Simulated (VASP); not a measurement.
Runs of VASP 6.6.1 on AlGaN2. The structure is that of space group P-4m2 (No. 115), or close to it. The cells are those of the table. 

```tsv
cell	gap on the mesh (eV)	pressure (GPa)	largest force (eV/Å)
a = 3.188, b = 3.188, c = 4.490 Å, 4 atoms	2.54	(b)	0.16
a = 3.235, b = 3.235, c = 4.291 Å, 4 atoms	2.71	-9.6	0.05
a = 3.094, b = 3.094, c = 4.557 Å, 4 atoms	2.80	-4.1	(a)
a = 3.047, b = 3.047, c = 4.291 Å, 4 atoms	3.26	16.8	0.17
a = 3.047, b = 3.047, c = 4.557 Å, 4 atoms	2.99	2.0	0.29
a = 3.235, b = 3.235, c = 4.357 Å, 4 atoms	2.59	-11.9	0.08
a = 3.047, b = 3.047, c = 4.357 Å, 4 atoms	3.20	12.7	(c)
a = 3.047, b = 3.047, c = 4.424 Å, 4 atoms	3.14	8.9	0.24
a = 3.188, b = 3.188, c = 4.291 Å, 4 atoms	2.92	-4.3	0.08
a = 3.094, b = 3.094, c = 4.490 Å, 4 atoms	2.93	-1.2	0.23
a = 3.047, b = 3.047, c = 4.490 Å, 4 atoms	3.09	5.3	0.27
a = 3.235, b = 3.235, c = 4.424 Å, 4 atoms	2.47	-14.1	0.10
```

Alike in all rows: task single point; level LDA; potentials or basis VASP PAW LDA potentials, release 64 (Al, Ga_d, N); no spin polarisation; k mesh 8 × 8 × 6; cutoff (eV) 520; smearing gaussian 0.05 eV.

Problem. Estimate the missing entries.

Solution. (a) 0.25; (b) -11.8; (c) 0.21.

A k mesh can miss the band edges, and the runs leave out spin-orbit coupling on Ga.
